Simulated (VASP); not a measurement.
Here is a VASP 6.6.1 calculation.

POSCAR

```
TiB
1.0
    0.0000000000      2.2060500000      2.2060500000
    2.2060500000      0.0000000000      2.2060500000
    2.2060500000      2.2060500000      0.0000000000
Ti B
1 1
Direct
    0.7500000000      0.7500000000      0.7500000000
    0.0000000000      0.0000000000      0.0000000000
```

INCAR.step1

```
SYSTEM = TiB
PREC = Accurate ; ENCUT = 520
ISMEAR = 0 ; SIGMA = 0.15
LREAL = .False. ; LASPH = .True.
NELM = 60 ; NBANDS = 14
GGA = PE ; ALGO = Normal
EDIFF = 1E-4 ; LWAVE = .True.
LCHARG = .False.
```

The input INCAR.step2:

```
SYSTEM = TiB
PREC = Accurate ; ENCUT = 520
EDIFF = 1E-6 ; ISMEAR = 0
SIGMA = 0.15 ; LREAL = .False.
LASPH = .True. ; NELM = 60
ALGO = Normal ; ISIF = 2
LWAVE = .False. ; LCHARG = .False.
METAGGA = R2SCAN ; LMIXTAU = .True.
NBANDS = 14 ; ISTART = 1
```

File KPOINTS:

```
regular mesh
0
Gamma
  20 20 20
  0 0 0
```

Potentials or basis: VASP PAW PBE potentials, release 64 (Ti_sv, B).

Launch:

```bash
$ cat potpaw_PBE.64/Ti_sv/POTCAR potpaw_PBE.64/B/POTCAR > POTCAR
$ cp INCAR.step1 INCAR
$ mpirun -np 1 vasp_std > vasp.out
$ cp INCAR.step2 INCAR
$ mpirun -np 1 vasp_std > vasp.out
```

(1) What does it give for the band gap on the k mesh?

(2) What does it give for the pressure?

## Answers

(1) zero (an odd number of electrons rules out a gap without spin polarisation).

(2) 67.6 GPa.

Caveat: the cell differs from its parent crystal (strain +0.050 along x and y, +0.050 along z); the cell stands under pressure; the PAW data sets were made with another functional, which shifts forces and pressure a little.
